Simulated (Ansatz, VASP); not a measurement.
Two plane-wave programs on TiCo2

File INCAR:

```
SYSTEM = TiCo2
PREC = Accurate
ENCUT = 600
EDIFF = 1E-7
ISMEAR = 0
SIGMA = 0.1
LREAL = .False.
LASPH = .True.
NELM = 200
ALGO = Normal
ISIF = 3
LWAVE = .False.
LCHARG = .False.
ISPIN = 2
MAGMOM = -0.33 -0.33 0.85 0.85 0.85 0.85
LORBIT = 11
LMAXMIX = 4
GGA = PS
IBRION = 2
NSW = 100
EDIFFG = -0.05
GGA_COMPAT = .False.
NELMIN = 4
```

File KPOINTS:

```
Automatic mesh
0
Gamma
  6 6 6
  0 0 0
```

The input POSCAR:

```
TiCo2
1.0
    0.0000000000      3.3520000000      3.3520000000
    3.3520000000      0.0000000000      3.3520000000
    3.3520000000      3.3520000000      0.0000000000
Ti Co
2 4
Direct
    0.0000000000      0.0000000000      0.0000000000
    0.2500000000      0.2500000000      0.2500000000
    0.6250000000      0.6250000000      0.6250000000
    0.1250000000      0.6250000000      0.6250000000
    0.6250000000      0.6250000000      0.1250000000
    0.6250000000      0.1250000000      0.6250000000
```

Input for Ansatz:

```yaml
crystal:
  lattice:
    - [0.0, 3.352, 3.352]
    - [3.352, 0.0, 3.352]
    - [3.352, 3.352, 0.0]
  atoms:
    - { symbol: Ti, position: [0.5, 0.5, 0.5], spin: -0.33 }
    - { symbol: Ti, position: [0.75, 0.75, 0.75], spin: -0.33 }
    - { symbol: Co, position: [0.125, 0.125, 0.125], spin: 0.85 }
    - { symbol: Co, position: [0.625, 0.125, 0.125], spin: 0.85 }
    - { symbol: Co, position: [0.125, 0.125, 0.625], spin: 0.85 }
    - { symbol: Co, position: [0.125, 0.625, 0.125], spin: 0.85 }
basis:
  ecutwfc: 420
kpoints:
  mp_grid: { grid: [6, 6, 6] }
hamiltonian:
  xc: pbesol
scf:
  occupations: { method: gaussian, width: 0.1 }
output:
  forces: true
  stress: true
  eigenvalues: true
  populations: true
magnetization:
  spin_polarized: true
relax:
  adjacent_minimum: "off"
  f_tol: 0.05
  max_steps: 80
  cell: { stress_tol: 0.5 }
```

Alike in both runs: task relaxation of cell and atoms; functional PBEsol; k mesh 6 × 6 × 6; occupations gaussian, width 0.1 eV; collinear spin.

```csv
,VASP,Ansatz
version,VASP 6.6.1,Ansatz 0.2.0
potentials or method,"VASP PAW PBE potentials, release 64 (Ti_sv, Co), cutoff 600 eV","scalar-relativistic, plane waves, PAW"
valence electrons in the cell,60,92
```

Ansatz gave:

```
gap on the k mesh at the Fermi level, each at its own relaxed structure (eV) : none
net moment per atom (μB)                                                     : 0.04
size of the moment on the site where the two differ most (μB)                : 0.08
relaxed volume (Å³/atom)                                                     : 11.72
relaxed cell length with the largest relative difference (Å)                 : 4.633
```

Question: What did VASP give for the same quantities?

Answer: gap on the k mesh at the Fermi level, each at its own relaxed structure (eV): none; net moment per atom (μB): 0.00; size of the moment on the site where the two differ most (μB): 0.00; relaxed volume (Å³/atom): 11.70; relaxed cell length with the largest relative difference (Å): 4.630.

VASP's potentials were made for PBE, not for PBEsol. Site moments also hang on the region over which each program counts them. A gap of «none» marks a metal or a gap that the smearing closes. VASP's potentials hold 60 valence electrons a cell and Ansatz's 92, so a difference there can come from the potentials and not from the codes. Ansatz's warnings: seeded moment not kept.
